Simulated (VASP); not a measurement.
## CdS: single point with PBEsol

CdS:

```
CELL_PARAMETERS angstrom
3.89844 0.00000 0.00000
0.00000 5.51149 0.00000
0.00000 0.00000 3.89810
ATOMIC_POSITIONS crystal
Cd 0.50000 0.50000 0.24303
Cd 0.00000 0.00000 0.75697
S 0.50000 0.00000 0.25516
S 0.00000 0.50000 0.74484
```

```yaml
Program: VASP 6.6.1
Task: single point
Functional: PBEsol
Potentials_or_basis: VASP PAW PBE potentials, release 64 (Cd, S)
Cutoff: 500 eV
k_mesh: 4 × 2 × 4
Occupations: gaussian, width 0.01 eV
Spin: no spin polarisation
```

```json
{
  "Pressure": "-4.0 GPa",
  "Largest force": "0.020 eV/Å",
  "Band gap on the k mesh": "0.11 eV"
}
```

Forces on the atoms (eV/Å):
```
Cd   0.000  0.000  0.018
Cd   0.000  0.000 -0.018
S    0.000  0.000 -0.020
S    0.000  0.000  0.020
```

Stress tensor (GPa, compression positive):
```
-3.30  0.00  0.00
 0.00 -5.35  0.00
 0.00  0.00 -3.31
```

Levels at points of the mesh, in eV from the valence-band top:
| k point | band 15 | band 16 | band 17 | band 18 | band 19 | band 20 | band 21 | band 22 |
| --- | --- | --- | --- | --- | --- | --- | --- | --- |
| (0.00, 0.00, 0.00) | -2.08 | -0.70 | -0.70 | -0.70 | 0.11 | 0.68 | 5.92 | 9.09 |
| (0.50, 0.00, 0.00) | -2.27 | -2.27 | -0.14 | -0.14 | 4.28 | 4.28 | 5.25 | 5.25 |
| (0.00, 0.50, 0.00) | -1.36 | -1.36 | -1.36 | -1.36 | 2.90 | 2.90 | 6.39 | 6.39 |
| (0.50, 0.50, 0.00) | 0.00 | 0.00 | 0.00 | 0.00 | 3.36 | 3.36 | 5.79 | 5.79 |
| (0.00, 0.00, 0.50) | -2.27 | -2.27 | -0.15 | -0.13 | 4.26 | 4.29 | 5.25 | 5.26 |
| (0.50, 0.00, 0.50) | -2.08 | -2.08 | -2.08 | -2.08 | 0.11 | 0.11 | 5.91 | 5.91 |
| (0.00, 0.50, 0.50) | 0.00 | 0.00 | 0.00 | 0.00 | 3.36 | 3.36 | 5.79 | 5.79 |
| (0.50, 0.50, 0.50) | -3.15 | -3.15 | -2.86 | -2.86 | 3.27 | 3.27 | 6.54 | 6.54 |

Run time: 18 s on 1 thread of Intel(R) Xeon(R) Platinum 8488C (Sapphire Rapids) (shared host), peak memory 0.19 GiB.

Caveat: the k points lie up to 0.57 Å⁻¹ apart; the PAW data sets were made with another functional, which shifts forces and pressure a little. A k mesh can miss the band edges.
